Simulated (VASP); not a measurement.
A run of VASP 6.6.1 is set up as follows.

Contents of INCAR:

```
  PREC = Accurate
  ENCUT = 500
  EDIFF = 1E-6
  ISMEAR = 0
  SIGMA = 0.15
  LREAL = False
  LASPH = True
  NELM = 120
  ALGO = Normal
  ISIF = 2
  LWAVE = False
  LCHARG = False
  GGA = PE
  NBANDS = 16
  GGA_COMPAT = False
```

File KPOINTS:

```
regular mesh
0
Gamma
  6 6 6
```

Contents of POSCAR:

```
TaH4
1.0
    1.3743823217      0.7935000034      6.9855622510
   -1.3743823217      0.7935000034      6.9855622510
    0.0000000000     -1.5870000068      6.9855622510
Ta H
1 4
Direct
    0.5000000000      0.5000000000      0.5000000000
    0.3336715267      0.3336715267      0.3336715267
    0.6663284733      0.6663284733      0.6663284733
    0.1079346297      0.1079346297      0.1079346297
    0.8920653703      0.8920653703      0.8920653703
```

Potentials or basis: VASP PAW PBE potentials, release 64 (Ta_pv, H).

Launch:

```bash
$ cat potpaw_PBE.64/Ta_pv/POTCAR potpaw_PBE.64/H/POTCAR > POTCAR
$ mpirun -np 1 vasp_std > vasp.out
```

Problem. Estimate the band gap on the k mesh.

Solution. Zero (an odd number of electrons rules out a gap without spin polarisation).

Problem. Predict the pressure.

Solution. 0.1 GPa.

Problem. What does it give for the largest force?

Solution. 0.016 eV/Å.

Stress tensor (GPa, compression positive):
```
 0.20  0.00  0.00
 0.00  0.20  0.00
 0.00  0.00 -0.21
```

Caveat: the k points lie up to 0.44 Å⁻¹ apart, too coarse for converged energies and pressures of a metal; spin-orbit coupling is left out, which moves the levels of the heavy elements.
